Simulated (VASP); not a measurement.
Wanted: the native input for a VASP 6.6.1 run.

| Property | Result |
| --- | --- |
| Task | relaxation of cell and atoms |
| Functional | PBE |
| Potentials or basis | VASP PAW PBE potentials, release 64 (Be, Cd, Se) |
| Cutoff | 600 eV |
| k mesh | 3 × 3 × 1 |
| Occupations | gaussian, width 0.15 eV |
| Spin | no spin polarisation |
| Dipole correction | no |
| Further INCAR settings | ALGO = Normal; EDIFF = 1e-07; IBRION = 2; EDIFFG = -0.08; NSW = 36; ISIF = 3 |

The structure of Be3CdSe4 lies in POSCAR:

```
Be3CdSe4
1.0
    3.9199790400      0.0000000000      0.0000000000
    0.0000000000      3.9199790400      0.0000000000
    0.0000000000      0.0000000000     11.0945493900
Be Cd Se
3 1 4
Direct
    0.5000000000      0.5000000000      0.7530459800
    0.0000000000      0.0000000000      0.5000000000
    0.5000000000      0.5000000000      0.2469540200
    0.0000000000      0.0000000000      0.0000000000
    0.0000000000      0.0000000000      0.2373400000
    0.5000000000      0.5000000000      0.0000000000
    0.0000000000      0.0000000000      0.7626600000
    0.5000000000      0.5000000000      0.5000000000
```

The input as run:

INCAR

```
PREC = Accurate
ENCUT = 600
EDIFF = 1E-7
ISMEAR = 0
SIGMA = 0.15
LREAL = F
LASPH = T
NELM = 120
ALGO = Normal
ISIF = 3
LWAVE = F
LCHARG = F
GGA = PE
IBRION = 2
NSW = 36
EDIFFG = -0.08
GGA_COMPAT = F
NELMIN = 4
```

KPOINTS

```
regular mesh
0
Gamma
  3 3 1
```

Potentials or basis: VASP PAW PBE potentials, release 64 (Be, Cd, Se).

The run is started by

```sh
$ cat potpaw_PBE.64/Be/POTCAR potpaw_PBE.64/Cd/POTCAR potpaw_PBE.64/Se/POTCAR > POTCAR
$ mpirun -np 1 vasp_std > vasp.out
```

Results of the run:

The relaxed volume is 18.09 Å³/atom, the relaxed cell is a = 3.866 Å, b = 3.866 Å, c = 9.683 Å, α = 90.00°, β = 90.00°, γ = 90.00° and the space group after relaxing (to 0.05 Å) is P4/mmm (No. 123). The energy gained by relaxing is 276.6 meV/atom. The ionic steps are 13, the pressure after relaxing is 0.0 GPa and the largest force after relaxing is 0.075 eV/Å. The band gap on the k mesh is zero (filled and empty bands touch).

Caveat: the k points lie up to 0.65 Å⁻¹ apart in the final cell; the volume moved by over 15 % at a fixed basis, so the end points are rough; the relaxation stopped at a loose force limit of 0.08 eV/Å, so its end isn't a converged minimum.

It took 2.6 min on 1 thread of Intel(R) Xeon(R) 6975P-C (Granite Rapids), with other jobs on the host, peak memory 0.3 GiB.
